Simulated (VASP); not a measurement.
Set up this calculation in VASP 6.6.1, as the native input.

```
Task                   : relaxation of cell and atoms
Functional             : PBE
Potentials or basis    : VASP PAW PBE potentials, release 64 (Al, Ga_d, As_d)
Cutoff                 : 510 eV
k mesh                 : 6 × 6 × 2
Occupations            : gaussian, width 0.1 eV
Spin                   : no spin polarisation
Dipole correction      : no
Further INCAR settings : ALGO = Normal; EDIFF = 1e-07; IBRION = 2; EDIFFG = -0.04; NSW = 90; ISIF = 3
```

The structure of AlGa2As3 lies in POSCAR:

```
AlGa2As3
1.0
    3.3972629700      0.0000000000      0.0000000000
    0.0000000000      3.3972629700      0.0000000000
    0.0000000000      0.0000000000     10.2856732900
Al Ga As
1 2 3
Direct
    0.5000000000      0.5000000000      0.0000000000
    0.5000000000      0.5000000000      0.3248246900
    0.5000000000      0.5000000000      0.6751753100
    0.0000000000      0.0000000000      0.8390681100
    0.0000000000      0.0000000000      0.1609318900
    0.0000000000      0.0000000000      0.5000000000
```

The cell was generated, and may not be a known phase.

These files were run (other wordings do the same):

INCAR

```
SYSTEM = AlGa2As3
PREC = Accurate
ENCUT = 510
EDIFF = 1E-7
ISMEAR = 0
SIGMA = 0.1
LREAL = .False.
LASPH = .True.
NELM = 120
ALGO = Normal
ISIF = 3
LWAVE = .False.
LCHARG = .False.
GGA = PE
IBRION = 2
NSW = 90
EDIFFG = -0.04
GGA_COMPAT = .False.
NELMIN = 4
```

KPOINTS

```
Automatic mesh
0
Gamma
  6 6 2
  0 0 0
```

Potentials or basis: VASP PAW PBE potentials, release 64 (Al, Ga_d, As_d).

Command:

```bash
$ cat potpaw_PBE.64/Al/POTCAR potpaw_PBE.64/Ga_d/POTCAR potpaw_PBE.64/As_d/POTCAR > POTCAR
$ mpirun -np 1 vasp_std > vasp.out
```

Results of the run:

```yaml
Relaxed_volume: 21.09 Å³/atom
Relaxed_cell: a = 3.348 Å, b = 3.348 Å, c = 11.293 Å, α = 90.00°, β = 90.00°, γ = 90.00°
Space_group_after_relaxing_to_0.1_Å: P4/mmm (No. 123)
Energy_gained_by_relaxing: 47.4 meV/atom
Ionic_steps: 17
Pressure_after_relaxing: 0.0 GPa
Largest_force_after_relaxing: 0.040 eV/Å
Band_gap_on_the_k_mesh: zero (bands 37 and 38 overlap by 3.72 eV)
```

It took 21 min on 1 thread of Intel(R) Xeon(R) Platinum 8488C (Sapphire Rapids), with other jobs on the host, peak memory 0.29 GiB.
